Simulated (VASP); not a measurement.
The system is InSb.

```
In Sb
1.0
     5.35700    0.00000    0.00000
     0.00000    5.71200    0.00000
     0.00000    0.00000    3.06300
In Sb
2 2
Direct
  0.00000 0.00000 0.17224
  0.50000 0.50000 0.82776
  0.50000 0.00000 0.71496
  0.00000 0.50000 0.28504
```

Base run:

| Item | Value |
| --- | --- |
| Program | VASP 6.6.1 |
| Functional | LDA |
| Potentials or basis | VASP PAW LDA potentials, release 64 (In_d, Sb) |
| Cutoff | 520 eV |
| k mesh | 9 × 8 × 15 |
| Occupations | fermi-dirac, width 0.05 eV |
| Spin | no spin polarisation |

Its results: band gap on the k mesh zero (band 18 reaches 11.22 eV, above the bottom of band 19 at 7.47 eV); pressure 7.8 GPa; largest force 0.050 eV/Å.

**Question.** The run is repeated on the same cell with these changes: functional from LDA to PBEsol; potentials or basis from VASP PAW LDA potentials, release 64 (In_d, Sb) to VASP PAW PBE potentials, release 64 (In_d, Sb). What comes out?

**Answer.** Band gap on the k mesh zero (band 18 reaches 11.28 eV, above the bottom of band 19 at 7.56 eV); pressure 9.8 GPa; largest force 0.009 eV/Å.

Caveats: spin-orbit coupling is left out, which moves the levels of the heavy elements; the PAW data sets were made with another functional, which shifts forces and pressure a little (some runs).
